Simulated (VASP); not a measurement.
# AlNi (Pm-3m) in VASP: further runs

Runs on AlNi. Level: PBE. Tasks: single point.

All numbers are computed with VASP 6.6.1; they aren't measurements. Logs are shortened: lines on timing, memory, paths and dates and some standing lists are left out, and cuts for length are marked.

## (1) The cell of the first run

The structure is cubic, space group Pm-3m (No. 221). The conventional cell has a = 2.900 Å, b = 2.900 Å, c = 2.900 Å, α = 90.00°, β = 90.00°, γ = 90.00°. Within 3.3 Å of Al (site symmetry m-3m) lie 8 Ni at 2.51 Å and 6 Al at 2.90 Å. Ni (site symmetry m-3m) has 8 Al at 2.51 Å and 6 Ni at 2.90 Å within 3.3 Å.

## (2) Single point, PBE, collinear spin, ferromagnetic start (12.20 Å³/atom)

INCAR

```
PREC = Accurate ; ENCUT = 520
EDIFF = 1E-7 ; ISMEAR = -1
SIGMA = 0.05 ; LREAL = False
LASPH = True ; NELM = 150
ALGO = Normal ; ISIF = 2
LWAVE = False ; LCHARG = False
ISPIN = 2 ; MAGMOM = 0 1.5
LORBIT = 11 ; LMAXMIX = 4
GGA = PE ; NBANDS = 18
```

KPOINTS

```
regular mesh
0
Gamma
  16 16 16
```

POSCAR

```
AlNi
1.0
    2.9000800262      0.0000000000      0.0000000000
    0.0000000000      2.9000800262      0.0000000000
    0.0000000000      0.0000000000      2.9000800262
Al Ni
1 1
Direct
    0.0000000000      0.0000000000      0.0000000000
    0.5000000000      0.5000000000      0.5000000000
```

Potentials or basis: VASP PAW PBE potentials, release 64 (Al, Ni).

The run is started by

```console
cat potpaw_PBE.64/Al/POTCAR potpaw_PBE.64/Ni/POTCAR > POTCAR
mpirun -np 1 vasp_std > vasp.out
```

OUTCAR:

```text
PREC = Accurate
   ENCUT = 520
   EDIFF = 1E-7
   ISMEAR = -1
   LREAL = False
   LASPH = True
   NELM = 150
   ISIF = 2
   ISPIN = 2
   LORBIT = 11
   GGA = PE

 ion  position               nearest neighbor table
   1  0.000  0.000  0.000-   2 2.51   2 2.51   2 2.51   2 2.51   2 2.51   2 2.51   2 2.51   2 2.51

   2  0.500  0.500  0.500-   1 2.51   1 2.51   1 2.51   1 2.51   1 2.51   1 2.51   1 2.51   1 2.51

  LATTYP: Found a simple cubic cell.
 ALAT       =     2.9000800262

  Lattice vectors:

 A1 = (   2.9000800262,   0.0000000000,   0.0000000000)
 A2 = (   0.0000000000,   2.9000800262,   0.0000000000)
 A3 = (   0.0000000000,   0.0000000000,   2.9000800262)

Analysis of symmetry for initial positions (statically):
=====================================================================
 Subroutine PRICEL returns:
 Original cell was already a primitive cell.

 Routine SETGRP: Setting up the symmetry group for a
 simple cubic supercell.

 Subroutine GETGRP returns: Found 48 space group operations
 (whereof 48 operations were pure point group operations)
 out of a pool of 48 trial point group operations.

The static configuration has the point symmetry O_h .

Analysis of symmetry for dynamics (positions and initial velocities):
=====================================================================
 Subroutine PRICEL returns:
 Original cell was already a primitive cell.

 Routine SETGRP: Setting up the symmetry group for a
 simple cubic supercell.

 Subroutine GETGRP returns: Found 48 space group operations
 (whereof 48 operations were pure point group operations)
 out of a pool of 48 trial point group operations.

The dynamic configuration has the point symmetry O_h .

Analysis of structural, dynamic, and magnetic symmetry:
=====================================================================
 Subroutine PRICEL returns:
 Original cell was already a primitive cell.

 Routine SETGRP: Setting up the symmetry group for a
 simple cubic supercell.

 Subroutine GETGRP returns: Found 48 space group operations
 (whereof 48 operations were pure point group operations)
 out of a pool of 48 trial point group operations.

The overall configuration has the point symmetry O_h .

 Subroutine INISYM returns: Found 48 space group operations
 (whereof 48 operations are pure point group operations),
 and found     1 'primitive' translations
[... 113 lines left out ...]
   IMIX   =      4    mixing-type and parameters
     AMIX     =   0.40;   BMIX     =  1.00
     AMIX_MAG =   1.60;   BMIX_MAG =  1.00
  volume/ion in A,a.u.               =      12.20        82.30
  Fermi-wavevector in a.u.,A,eV,Ry     =   1.327331  2.508292 23.970854  1.761808
  Thomas-Fermi vector in A             =   2.456651
   LORBIT       =     11    0 simple, 1 ext, 2 COOP (PROOUT), +10 PAW based schemes
   GGA     = PE    functional components
   LHFCALC =     F    Hartree Fock is set to
   AEXX    =    0.0000 exact exchange contribution
   IVDW    =     0    specifies the selected vdW correction
   LEPSILON=     F    determine dielectric tensor
   LRPA    =     F    only Hartree local field effects (RPA)
 spin polarized calculation
  energy-cutoff  :      520.00
  volume of cell :       24.39
 maximum number of plane-waves:       691
 NGX is ok and might be reduce to    24
   NGX = 11   NGY = 11   NGZ = 11

 number of electron      13.0000011 magnetization      -0.0002910

 number of electron      13.0000011 magnetization       0.0000268

 Free energy of the ion-electron system (eV)
  ---------------------------------------------------
  ext. energy  EPLUGINS =         0.00000000
  ---------------------------------------------------
  free energy    TOTEN  =       -10.54187393 eV

  energy without entropy =      -10.53528297  energy(sigma->0) =      -10.53857845

 E-fermi :   9.7712     XC(G=0): -11.9533

 val. band max:        9.7699456048   @ k =   0.3750   0.3125   0.1250
 cond. band min:       9.7748413730   @ k =   0.3750   0.1875   0.1875
 fundamental gap:      0.0048957682
 Fermi energy:         9.7712113807

 spin component 1

 k-point     1 :       0.0000    0.0000    0.0000
  band No.  band energies     occupation
      1      -1.2274      1.00000
      2       6.6366      1.00000
      3       6.6366      1.00000
      4       8.2684      1.00000
      5       8.2684      1.00000
      6       8.2684      1.00000
[... 493 lines left out ...]
     17      33.1110      0.00000
     18      35.4084      0.00000

 [... further k-points ...]

 spin component 2

 k-point     1 :       0.0000    0.0000    0.0000
  band No.  band energies     occupation
      1      -1.2275      1.00000
      2       6.6366      1.00000
      3       6.6366      1.00000
      4       8.2684      1.00000
      5       8.2684      1.00000
      6       8.2684      1.00000
[... 493 lines left out ...]
     17      33.1110      0.00000
     18      35.4084      0.00000

 [... further k-points ...]

------------------------ aborting loop because EDIFF is reached ----------------------------------------

  FORCE on cell =-STRESS in cart. coord.  units (eV):
  Direction    XX          YY          ZZ          XY          YZ          ZX
  --------------------------------------------------------------------------------------
  -------------------------------------------------------------------------------------
  Total       -0.1721073     -0.1721073     -0.1721073      0.0000000     -0.0000000      0.0000000
  in kB      -11.3052439    -11.3052439    -11.3052439      0.0000000     -0.0000000      0.0000000
  external PRESSURE =     -11.3052439 kB  Pullay stress =       0.0000000 kB

 VOLUME and BASIS-vectors are now :
 -----------------------------------------------------------------------------
  energy-cutoff  :      520.00
  volume of cell :       24.39
      direct lattice vectors                 reciprocal lattice vectors
     2.900080026  0.000000000  0.000000000     0.344818071  0.000000000  0.000000000
     0.000000000  2.900080026  0.000000000     0.000000000  0.344818071  0.000000000
     0.000000000  0.000000000  2.900080026     0.000000000  0.000000000  0.344818071

 POSITION                                       TOTAL-FORCE (eV/Angst)
 -----------------------------------------------------------------------------------
      0.00000      0.00000      0.00000         0.000000      0.000000      0.000000
      1.45004      1.45004      1.45004         0.000000      0.000000      0.000000
 -----------------------------------------------------------------------------------
    total drift:                                0.000000      0.000000     -0.000000

  FREE ENERGIE OF THE ION-ELECTRON SYSTEM (eV)
  ---------------------------------------------------
  free  energy   TOTEN  =       -10.5418739281 eV

  energy  without entropy=      -10.5352829673  energy(sigma->0) =      -10.53857845

 total charge

# of ion       s       p       d       tot
------------------------------------------
    1        0.382   0.405   0.000   0.787
    2        0.467   0.498   8.466   9.431
--------------------------------------------------
tot          0.849   0.903   8.466  10.219

 magnetization (x)

# of ion       s       p       d       tot
------------------------------------------
    1       -0.000  -0.000   0.000  -0.000
    2        0.000  -0.000   0.000   0.000
--------------------------------------------------
tot         -0.000  -0.000   0.000   0.000
```

Run time: 54 s. Hardware: 1 thread of Intel Xeon 6975P-C (Granite Rapids), shared host; peak memory 0.23 GiB.

Results:

```yaml
Free_energy: -10.5419 eV
Pressure: -1.1 GPa
Net_moment: 0.00 μB per cell
Valence_electrons_inside_the_program's_atomic_spheres: Al 0.79; Ni 9.43
```

Levels at points of the mesh, in eV from the Fermi level:
Spin up:
```tsv
k point	band 3	band 4	band 5	band 6	band 7	band 8	band 9	band 10	band 11	band 12
(0.00, 0.00, 0.00)	-3.13	-1.50	-1.50	-1.50	5.41	5.41	5.41	8.06	8.06	13.39
(0.50, 0.00, 0.00)	-2.67	-2.19	-2.19	-1.42	-0.64	8.25	9.92	9.92	10.68	10.68
(0.50, 0.50, 0.00)	-2.83	-2.83	-2.02	-2.02	-0.99	1.45	2.37	12.05	14.97	14.97
(0.50, 0.50, 0.50)	-4.00	-0.96	-0.96	2.02	2.02	2.02	3.51	4.35	4.35	4.35
```
Spin down:
| k point | band 3 | band 4 | band 5 | band 6 | band 7 | band 8 | band 9 | band 10 | band 11 | band 12 |
| --- | --- | --- | --- | --- | --- | --- | --- | --- | --- | --- |
| (0.00, 0.00, 0.00) | -3.13 | -1.50 | -1.50 | -1.50 | 5.41 | 5.41 | 5.41 | 8.06 | 8.06 | 13.39 |
| (0.50, 0.00, 0.00) | -2.67 | -2.19 | -2.19 | -1.42 | -0.64 | 8.25 | 9.92 | 9.92 | 10.68 | 10.68 |
| (0.50, 0.50, 0.00) | -2.83 | -2.83 | -2.02 | -2.02 | -0.99 | 1.45 | 2.37 | 12.05 | 14.97 | 14.97 |
| (0.50, 0.50, 0.50) | -4.00 | -0.96 | -0.96 | 2.02 | 2.02 | 2.02 | 3.51 | 4.35 | 4.35 | 4.35 |

## (3) Single point, PBE, collinear spin, ferromagnetic start (12.43 Å³/atom)

This run uses another cell than the first one, of 12.43 Å³/atom.

INCAR

```
SYSTEM = AlNi
ALGO     = Normal         ! electronic algorithm
EDIFF    = 1E-6           ! SCF threshold, eV
ENCUT    = 520            ! plane-wave cutoff, eV
GGA      = PE             ! functional
ISIF     = 2              ! what is computed and relaxed
ISMEAR   = -1             ! smearing method
ISPIN    = 2              ! spin polarisation
LASPH    = .TRUE.         ! aspherical terms in the spheres
LCHARG   = .FALSE.        ! write CHGCAR
LMAXMIX  = 4              ! l up to which the mixer works
LORBIT   = 11             ! projections on sites
LREAL    = .FALSE.        ! projectors in reciprocal space
LWAVE    = .FALSE.        ! write WAVECAR
MAGMOM   = 0 1.5          ! initial moments
NBANDS   = 18             ! bands
NELM     = 150            ! most SCF steps
PREC     = Accurate       ! precision mode
SIGMA    = 0.05           ! smearing width, eV
```

KPOINTS

```
k-points
0
G
  16 16 16
  0 0 0
```

POSCAR

```
AlNi
1.0
    2.9189122424      0.0000000000      0.0000000000
    0.0000000000      2.9189122424      0.0000000000
    0.0000000000      0.0000000000      2.9189122424
Al Ni
1 1
Direct
    0.0000000000      0.0000000000      0.0000000000
    0.5000000000      0.5000000000      0.5000000000
```

Potentials or basis: VASP PAW PBE potentials, release 64 (Al, Ni).

The run is started by

```console
cat potpaw_PBE.64/Al/POTCAR potpaw_PBE.64/Ni/POTCAR > POTCAR
mpirun -np 1 vasp_std > vasp.out
```

OUTCAR:

```text
SYSTEM = AlNi
   EDIFF = 1E-6
   ENCUT = 520
   GGA = PE
   ISIF = 2
   ISMEAR = -1
   ISPIN = 2
   LASPH = .TRUE.
   LORBIT = 11
   LREAL = .FALSE.
   NELM = 150
   PREC = Accurate

 ion  position               nearest neighbor table
   1  0.000  0.000  0.000-   2 2.53   2 2.53   2 2.53   2 2.53   2 2.53   2 2.53   2 2.53   2 2.53

   2  0.500  0.500  0.500-   1 2.53   1 2.53   1 2.53   1 2.53   1 2.53   1 2.53   1 2.53   1 2.53

  LATTYP: Found a simple cubic cell.
 ALAT       =     2.9189122424

  Lattice vectors:

 A1 = (   2.9189122424,   0.0000000000,   0.0000000000)
 A2 = (   0.0000000000,   2.9189122424,   0.0000000000)
 A3 = (   0.0000000000,   0.0000000000,   2.9189122424)

Analysis of symmetry for initial positions (statically):
=====================================================================
 Subroutine PRICEL returns:
 Original cell was already a primitive cell.

 Routine SETGRP: Setting up the symmetry group for a
 simple cubic supercell.

 Subroutine GETGRP returns: Found 48 space group operations
 (whereof 48 operations were pure point group operations)
 out of a pool of 48 trial point group operations.

The static configuration has the point symmetry O_h .

Analysis of symmetry for dynamics (positions and initial velocities):
=====================================================================
 Subroutine PRICEL returns:
 Original cell was already a primitive cell.

 Routine SETGRP: Setting up the symmetry group for a
 simple cubic supercell.

 Subroutine GETGRP returns: Found 48 space group operations
 (whereof 48 operations were pure point group operations)
 out of a pool of 48 trial point group operations.

The dynamic configuration has the point symmetry O_h .

Analysis of structural, dynamic, and magnetic symmetry:
=====================================================================
 Subroutine PRICEL returns:
 Original cell was already a primitive cell.

 Routine SETGRP: Setting up the symmetry group for a
 simple cubic supercell.

 Subroutine GETGRP returns: Found 48 space group operations
 (whereof 48 operations were pure point group operations)
 out of a pool of 48 trial point group operations.

[... 147 lines left out ...]

  energy without entropy =      -10.52747867  energy(sigma->0) =      -10.53083158

 E-fermi :   9.5224     XC(G=0): -11.8611

 val. band max:        9.5205676155   @ k =   0.3750   0.3125   0.1250
 cond. band min:       9.5265722263   @ k =   0.3125   0.0000   0.0000
 fundamental gap:      0.0060046108
 Fermi energy:         9.5224463484

 spin component 1

 k-point     1 :       0.0000    0.0000    0.0000
  band No.  band energies     occupation
      1      -1.3377      1.00000
      2       6.4762      1.00000
      3       6.4762      1.00000
      4       8.0570      1.00000
      5       8.0570      1.00000
      6       8.0570      1.00000
[... 493 lines left out ...]
     17      32.5845      0.00000
     18      34.8222      0.00000

 [... further k-points ...]

 spin component 2

 k-point     1 :       0.0000    0.0000    0.0000
  band No.  band energies     occupation
      1      -1.3378      1.00000
      2       6.4765      1.00000
      3       6.4765      1.00000
      4       8.0574      1.00000
      5       8.0574      1.00000
      6       8.0574      1.00000
[... 493 lines left out ...]
     17      32.5845      0.00000
     18      34.8222      0.00000

 [... further k-points ...]

------------------------ aborting loop because EDIFF is reached ----------------------------------------

  FORCE on cell =-STRESS in cart. coord.  units (eV):
  Direction    XX          YY          ZZ          XY          YZ          ZX
  --------------------------------------------------------------------------------------
  -------------------------------------------------------------------------------------
  Total       -0.6158646     -0.6158646     -0.6158646     -0.0000000     -0.0000000     -0.0000000
  in kB      -39.6764381    -39.6764381    -39.6764381     -0.0000000     -0.0000000     -0.0000000
  external PRESSURE =     -39.6764381 kB  Pullay stress =       0.0000000 kB

 VOLUME and BASIS-vectors are now :
 -----------------------------------------------------------------------------
  energy-cutoff  :      520.00
  volume of cell :       24.87
      direct lattice vectors                 reciprocal lattice vectors
     2.918912242  0.000000000  0.000000000     0.342593376  0.000000000  0.000000000
     0.000000000  2.918912242  0.000000000     0.000000000  0.342593376  0.000000000
     0.000000000  0.000000000  2.918912242     0.000000000  0.000000000  0.342593376

 POSITION                                       TOTAL-FORCE (eV/Angst)
 -----------------------------------------------------------------------------------
      0.00000      0.00000      0.00000         0.000000      0.000000      0.000000
      1.45946      1.45946      1.45946         0.000000      0.000000      0.000000
 -----------------------------------------------------------------------------------
    total drift:                                0.000000      0.000000     -0.000000

  FREE ENERGIE OF THE ION-ELECTRON SYSTEM (eV)
  ---------------------------------------------------
  free  energy   TOTEN  =       -10.5341844969 eV

  energy  without entropy=      -10.5274786708  energy(sigma->0) =      -10.53083158

 total charge

# of ion       s       p       d       tot
------------------------------------------
    1        0.381   0.397   0.000   0.778
    2        0.459   0.482   8.458   9.399
--------------------------------------------------
tot          0.840   0.879   8.458  10.177

 magnetization (x)

# of ion       s       p       d       tot
------------------------------------------
    1        0.000   0.000   0.000   0.000
    2       -0.000  -0.000   0.000   0.000
--------------------------------------------------
tot          0.000  -0.000   0.000   0.000
```

OSZICAR:

```text
N       E                     dE             d eps       ncg     rms          rms(c)
DAV:   1     0.457953182880E+02    0.45795E+02   -0.50318E+03 12200   0.750E+02
DAV:   2    -0.910888153865E+01   -0.54904E+02   -0.48090E+02 12820   0.161E+02
DAV:   3    -0.117632007521E+02   -0.26543E+01   -0.26035E+01 14372   0.366E+01
DAV:   4    -0.117980050681E+02   -0.34804E-01   -0.34771E-01 13918   0.370E+00
DAV:   5    -0.117987956820E+02   -0.79061E-03   -0.79055E-03 13918   0.609E-01    0.129E+01
DAV:   6    -0.144513272127E+02   -0.26525E+01   -0.44871E+01 13630   0.781E+01    0.180E+01
DAV:   7    -0.105620883701E+02    0.38892E+01   -0.13433E+01 13642   0.457E+01    0.206E+00
DAV:   8    -0.105458602036E+02    0.16228E-01   -0.44179E-01 15498   0.628E+00    0.110E+00
DAV:   9    -0.105334369592E+02    0.12423E-01   -0.47104E-02 14132   0.188E+00    0.655E-01
DAV:  10    -0.105341569119E+02   -0.71995E-03   -0.18491E-03 16102   0.412E-01    0.223E-01
DAV:  11    -0.105340490403E+02    0.10787E-03   -0.26368E-03 15832   0.428E-01    0.117E-01
DAV:  12    -0.105341879446E+02   -0.13890E-03   -0.41383E-04 14666   0.185E-01    0.356E-02
DAV:  13    -0.105341838570E+02    0.40876E-05   -0.13926E-05 16122   0.404E-02    0.136E-02
DAV:  14    -0.105341844969E+02   -0.63993E-06   -0.17912E-06  9860   0.157E-02
   1 F= -.10534184E+02 E0= -.10530832E+02  d E =-.670583E-02  mag=     0.0000
```

stdout:

```text
POSCAR found type information on POSCAR AlNi
 POSCAR found :  2 types and       2 ions
 scaLAPACK will be used
 LDA part: xc-table for (Slater+PW92), standard interpolation
 POSCAR, INCAR and KPOINTS ok, starting setup
 FFT: planning ... GRIDC
 FFT: planning ... GRID_SOFT
 FFT: planning ... GRID
 WAVECAR not read
 entering main loop
```

It took 56 s on 1 thread of Intel Xeon 6975P-C (Granite Rapids), shared host; peak memory 0.23 GiB.

Results:

| Property | Result |
| --- | --- |
| Free energy | -10.5342 eV |
| Pressure | -4.0 GPa |
| Net moment | 0.00 μB per cell |
| Valence electrons inside the program's atomic spheres | Al 0.78; Ni 9.40 |

Caveat: the cell stands under tension.
